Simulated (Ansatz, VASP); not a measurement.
## One calculation of V, two programs

Contents of INCAR:

```
SYSTEM = V
  ALGO = Normal
  EDIFF = 1E-8
  ENCUT = 520
  GGA = PS
  ISIF = 2
  ISMEAR = -1
  LASPH = .True.
  LCHARG = .False.
  LEFG = .True.
  LREAL = .False.
  LWAVE = .False.
  NBANDS = 12
  NELM = 100
  PREC = Accurate
  SIGMA = 0.03
```

File KPOINTS:

```
k-points
0
Gamma
  15 15 15
  0 0 0
```

Contents of POSCAR:

```
V
1.0
   -1.4610173538      1.4610173538      1.4610173538
    1.4610173538     -1.4610173538      1.4610173538
    1.4610173538      1.4610173538     -1.4610173538
V
1
Direct
    0.0000000000      0.0000000000      0.0000000000
```

Input for Ansatz:

```yaml
crystal:
  lattice:
    - [-1.4610173538, 1.4610173538, 1.4610173538]
    - [1.4610173538, -1.4610173538, 1.4610173538]
    - [1.4610173538, 1.4610173538, -1.4610173538]
  atoms:
    - { symbol: V, position: [0.0, 0.0, 0.0] }
kpoints:
  mp_grid: { grid: [15, 15, 15] }
scf:
  occupations: { method: fermi_dirac, width: 0.03 }
hamiltonian:
  xc: pbesol
  pseudopotentials: { kind: all_electron, datasets: crystal }
output:
  forces: true
  stress: true
  eigenvalues: true
  efg: { contact_densities: true }
```

Alike in both runs: task electric field gradients; functional PBEsol; k mesh 15 × 15 × 15; occupations fermi-dirac, width 0.03 eV; no spin polarisation.

|  | VASP | Ansatz |
| --- | --- | --- |
| version | VASP 6.6.1 | Ansatz 0.2.0 |
| potentials or method | VASP PAW PBE potentials, release 64 (V_sv), cutoff 520 eV | all-electron PAW with datasets made for the crystal, scalar-relativistic |

Ansatz gave:

* gap on the k mesh at the Fermi level (eV): none
* pressure (GPa): 7.7

**Question.** Estimate VASP's values.

**Answer.** gap on the k mesh at the Fermi level (eV): none; pressure (GPa): 8.1.

VASP's potentials were made for PBE, not for PBEsol. A gap of «none» marks a metal or a gap that the smearing closes. Ansatz ran all-electron here, and VASP with PAW potentials.
